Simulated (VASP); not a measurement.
Wanted: the native input for a VASP 6.6.1 run.

```yaml
Task: electric field gradients
Functional: PBE
Potentials_or_basis: VASP PAW PBE potentials, release 64 (N, C)
Cutoff: 520 eV
k_mesh: 3 × 3 × 3
Occupations: fermi-dirac, width 0.01 eV
Spin: collinear spin, ferromagnetic start
Dipole_correction: no
Further_INCAR_settings: LREAL = Auto; ALGO = Normal; EDIFF = 1e-08; NBANDS = 100
```

The structure of C35N (a cell with a defect) (Graphite 2H) lies in POSCAR:

```
C35N
1.0
    7.4100000000      0.0000000000      0.0000000000
   -3.7050000000      6.4172482419      0.0000000000
    0.0000000000      0.0000000000      6.7900000000
N C
1 35
Direct
    0.0000000000      0.0000000000      0.0000000000
    0.0000000000      0.3333333333      0.0000000000
    0.0000000000      0.6666666667      0.0000000000
    0.3333333333      0.0000000000      0.0000000000
    0.3333333333      0.3333333333      0.0000000000
    0.3333333333      0.6666666667      0.0000000000
    0.6666666667      0.0000000000      0.0000000000
    0.6666666667      0.3333333333      0.0000000000
    0.6666666667      0.6666666667      0.0000000000
    0.0000000000      0.0000000000      0.5000000000
    0.0000000000      0.3333333333      0.5000000000
    0.0000000000      0.6666666667      0.5000000000
    0.3333333333      0.0000000000      0.5000000000
    0.3333333333      0.3333333333      0.5000000000
    0.3333333333      0.6666666667      0.5000000000
    0.6666666667      0.0000000000      0.5000000000
    0.6666666667      0.3333333333      0.5000000000
    0.6666666667      0.6666666667      0.5000000000
    0.1111111111      0.2222222222      0.0050000000
    0.1111111111      0.5555555556      0.0050000000
    0.1111111111      0.8888888889      0.0050000000
    0.4444444444      0.2222222222      0.0050000000
    0.4444444444      0.5555555556      0.0050000000
    0.4444444444      0.8888888889      0.0050000000
    0.7777777778      0.2222222222      0.0050000000
    0.7777777778      0.5555555556      0.0050000000
    0.7777777778      0.8888888889      0.0050000000
    0.2222222222      0.1111111111      0.5050000000
    0.2222222222      0.4444444444      0.5050000000
    0.2222222222      0.7777777778      0.5050000000
    0.5555555556      0.1111111111      0.5050000000
    0.5555555556      0.4444444444      0.5050000000
    0.5555555556      0.7777777778      0.5050000000
    0.8888888889      0.1111111111      0.5050000000
    0.8888888889      0.4444444444      0.5050000000
    0.8888888889      0.7777777778      0.5050000000
```

One way to write it, as run:

INCAR

```
  PREC = Accurate
  ENCUT = 520
  EDIFF = 1E-8
  ISMEAR = -1
  SIGMA = 0.01
  LREAL = Auto
  LASPH = True
  NELM = 150
  ALGO = Normal
  ISIF = 2
  LWAVE = False
  LCHARG = False
  ISPIN = 2
  MAGMOM = 1 0 0 0 0 0 0 0 0 0 0 0 0 0 0 0 0 0 0 0 0 0 0 0 0 0 0 0 0 0 0 0 0 0 0 0
  LORBIT = 11
  GGA = PE
  LEFG = True
  NBANDS = 100
```

KPOINTS

```
regular mesh
0
Gamma
  3 3 3
```

Potentials or basis: VASP PAW PBE potentials, release 64 (N, C).

Command:

```sh
$ cat potpaw_PBE.64/N/POTCAR potpaw_PBE.64/C/POTCAR > POTCAR
$ mpirun -np 1 vasp_std > vasp.out
```

Results of the run:

```yaml
Pressure: -1.5 GPa
Largest_force: 0.716 eV/Å
Net_moment: 0.22 μB per cell
Site_moments: N +0.03; C -0.00, -0.01, +0.00, +0.01, +0.02 μB
Valence_electrons_inside_the_program's_atomic_spheres: N 3.89; C 2.64, 2.65, 2.58
```

Caveat: without QUAD_EFG the Cq values of the log hold for a quadrupole moment of 1 mb, not for the nuclei.

It took 9.8 min on 1 thread of Intel(R) Xeon(R) Platinum 8375C CPU @ 2.90GHz (Ice Lake), on a shared host, peak memory 0.67 GiB.
